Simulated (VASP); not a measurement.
Runs of VASP 6.6.1 on Ga. The structure is that of space group Im-3m (No. 229), or close to it. The cells are those of the table. 

```tsv
task	cell	k mesh	cutoff (eV)	gap on the mesh (eV)	pressure (GPa)
single point	a = 2.841 Å, angles 109.5°, 1 atom	21 × 21 × 21	520	none	(b)
single point	a = 2.921 Å, angles 109.5°, 1 atom	21 × 21 × 21	520	none	0.1
single point	a = 2.881 Å, angles 109.5°, 1 atom	21 × 21 × 21	520	none	2.3
single point	a = 2.921 Å, angles 109.5°, 1 atom	13 × 13 × 13	520	none	0.1
single point	a = 2.799 Å, angles 109.5°, 1 atom	21 × 21 × 21	520	none	8.6
single point	a = 2.959 Å, angles 109.5°, 1 atom	21 × 21 × 21	520	none	-1.6
single point	a = 2.997 Å, angles 109.5°, 1 atom	21 × 21 × 21	520	none	(a)
relaxation of cell and atoms	relaxed from a = 2.942 Å, angles 109.5°, 1 atom	13 × 13 × 13	600	none	0.0
```

Alike in all rows: level PBE; potentials or basis VASP PAW PBE potentials, release 64 (Ga_d); no spin polarisation; smearing fermi-dirac 0.1 eV.

**Question.** Estimate the missing entries.

**Answer.** (a) -3.0; (b) 5.1.

A k mesh can miss the band edges, and the runs leave out spin-orbit coupling on Ga.

A gap of «none» marks levels without a gap at the run's occupations.
